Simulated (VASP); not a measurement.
Wanted: the native input for a VASP 6.6.1 run.

```
Task                   : single point
Functional             : BLYP
Potentials or basis    : VASP PAW PBE potentials, release 64 (S)
Cutoff                 : 520 eV
k mesh                 : 2 × 2 × 2
Occupations            : fermi-dirac, width 0.1 eV
Spin                   : no spin polarisation
Dipole correction      : no
Further INCAR settings : LREAL = Auto; ALGO = Normal; EDIFF = 1e-07; NBANDS = 118
```

The structure of S lies in POSCAR:

```
S
1.0
    0.0000000000      8.8509350933     15.8843463980
    7.4198703100      0.0000000000     15.8843463980
    7.4198703100      8.8509350933      0.0000000000
S
32
Direct
    0.3585057653      0.4376050485      0.5267356137
    0.6771535725      0.5267356137      0.4376050485
    0.5267356137      0.6771535725      0.3585057653
    0.4376050485      0.3585057653      0.6771535725
    0.5728464275      0.7232643863      0.8123949515
    0.7232643863      0.5728464275      0.8914942347
    0.8123949515      0.8914942347      0.5728464275
    0.8914942347      0.8123949515      0.7232643863
    0.2639418456      0.3327037400      0.5117984669
    0.8915559475      0.5117984669      0.3327037400
    0.5117984669      0.8915559475      0.2639418456
    0.3327037400      0.2639418456      0.8915559475
    0.3584440525      0.7382015331      0.9172962600
    0.7382015331      0.3584440525      0.9860581544
    0.9172962600      0.9860581544      0.3584440525
    0.9860581544      0.9172962600      0.7382015331
    0.4084513879      0.3051433079      0.4420463573
    0.8443589469      0.4420463573      0.3051433079
    0.4420463573      0.8443589469      0.4084513879
    0.3051433079      0.4084513879      0.8443589469
    0.4056410531      0.8079536427      0.9448566921
    0.8079536427      0.4056410531      0.8415486121
    0.9448566921      0.8415486121      0.4056410531
    0.8415486121      0.9448566921      0.8079536427
    0.8295709999      0.6563744744      0.2103909959
    0.6563744744      0.8295709999      0.3036635298
    0.2103909959      0.3036635298      0.8295709999
    0.3036635298      0.2103909959      0.6563744744
    0.5936255256      0.4204290001      0.9463364702
    0.0396090041      0.9463364702      0.4204290001
    0.9463364702      0.0396090041      0.5936255256
    0.4204290001      0.5936255256      0.0396090041
```

The input as run:

INCAR

```
SYSTEM = S
PREC     = Accurate       ! precision mode
ENCUT    = 520            ! plane-wave cutoff, eV
EDIFF    = 1E-7           ! SCF threshold, eV
ISMEAR   = -1             ! smearing method
SIGMA    = 0.1            ! smearing width, eV
LREAL    = Auto         
LASPH    = .TRUE.         ! aspherical terms in the spheres
NELM     = 100            ! most SCF steps
ALGO     = Normal         ! electronic algorithm
ISIF     = 2              ! what is computed and relaxed
LWAVE    = .FALSE.        ! write WAVECAR
LCHARG   = .FALSE.        ! write CHGCAR
GGA      = B5             ! functional
ALDAX    = 1.0          
AGGAX    = 1.0          
AGGAC    = 1.0          
ALDAC    = 0.0          
NBANDS   = 118            ! bands
LUSENCCL = .FALSE.
```

KPOINTS

```
regular mesh
0
G
  2 2 2
  0 0 0
```

Potentials or basis: VASP PAW PBE potentials, release 64 (S).

Launch:

```sh
$ cat potpaw_PBE.64/S/POTCAR > POTCAR
$ mpirun -np 1 vasp_std > vasp.out
```

Results of the run:

The pressure is -0.2 GPa, the largest force is 0.116 eV/Å and the band gap on the k mesh is 2.93 eV.

Caveat: this functional lacks dispersion, which holds the molecules together, so the pressure and a relaxed volume are unreliable; the PAW data sets were made with another functional, which shifts forces and pressure a little.

It took 7.8 min on 1 × NVIDIA H100 80GB with 1 thread of AMD EPYC 7R13 Processor (Zen 3), with other jobs on the host, peak memory 3.1 GiB.
